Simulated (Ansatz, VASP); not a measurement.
**One calculation of As, two programs**

```
CELL_PARAMETERS angstrom
2.92787 0.00000 0.00000
-1.46394 2.53561 0.00000
0.00000 0.00000 9.90780
ATOMIC_POSITIONS crystal
As 0.00000 0.00000 0.00000
As 0.00000 0.00000 0.50000
As 0.33333 0.66667 0.75000
As 0.66667 0.33333 0.25000
```

Alike in both runs: functional PBEsol; k mesh 6 × 6 × 2; occupations gaussian, width 0.1 eV; no spin polarisation.

Ansatz relaxed the structure, and its values are those at the end. VASP's run is a single point on that final structure, the one shown.

|  | VASP | Ansatz |
| --- | --- | --- |
| version | VASP 6.6.1 | Ansatz 0.2.0 |
| potentials or method | VASP PAW PBE potentials, release 64 (As), cutoff 520 eV | scalar-relativistic, plane waves, PAW |
| valence electrons in the cell | 20 | 60 |

```tsv
	VASP	Ansatz	Ansatz less VASP
gap on the k mesh at the Fermi level (eV)	none	none	-
pressure (GPa)	0.2	-0.1	-0.23
```

VASP's potentials were made for PBE, not for PBEsol. A gap of «none» marks a metal or a gap that the smearing closes. VASP's potentials hold 20 valence electrons a cell and Ansatz's 60, so a difference there can come from the potentials and not from the codes.

The k mesh is coarse, so the values compare programs but aren't converged.
